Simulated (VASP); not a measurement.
ZrRh3, 4 atoms in the cell. Symmetry: Pm-3m, No. 221, cubic system. The conventional cell has a = 3.860 Å, b = 3.860 Å, c = 3.860 Å, α = 90.00°, β = 90.00°, γ = 90.00°. Within 3.6 Å of Zr (site symmetry m-3m) lie 12 Rh at 2.73 Å. Rh (site symmetry 4/mmm) has 4 Zr at 2.73 Å and 8 Rh at 2.73 Å within 3.6 Å. 

```yaml
Program: VASP 6.6.1
Task: single point
Functional: PBEsol
Potentials_or_basis: VASP PAW PBE potentials, release 64 (Zr_sv, Rh_pv)
Cutoff: 520 eV
k_mesh: 6 × 6 × 6
Occupations: methfessel-paxton, width 0.1 eV
Spin: no spin polarisation
Dipole_correction: no
Further_INCAR_settings: ALGO = Normal; EDIFF = 1e-07; NBANDS = 36
```

Potentials or basis: VASP PAW PBE potentials, release 64 (Zr_sv, Rh_pv).

Run with:

```sh
$ cat potpaw_PBE.64/Zr_sv/POTCAR potpaw_PBE.64/Rh_pv/POTCAR > POTCAR
$ mpirun -np 1 vasp_std > vasp.out
```

Hardware: 1 thread of AMD EPYC 7R43 64-Core Processor (Zen 3) (shared host).

Problem. Estimate the wall time of this run.

Solution. It took 68 s on 1 thread of AMD EPYC 7R43 64-Core Processor (Zen 3) (shared host), peak memory 0.15 GiB. Counts: scf iterations 15, k points 20.
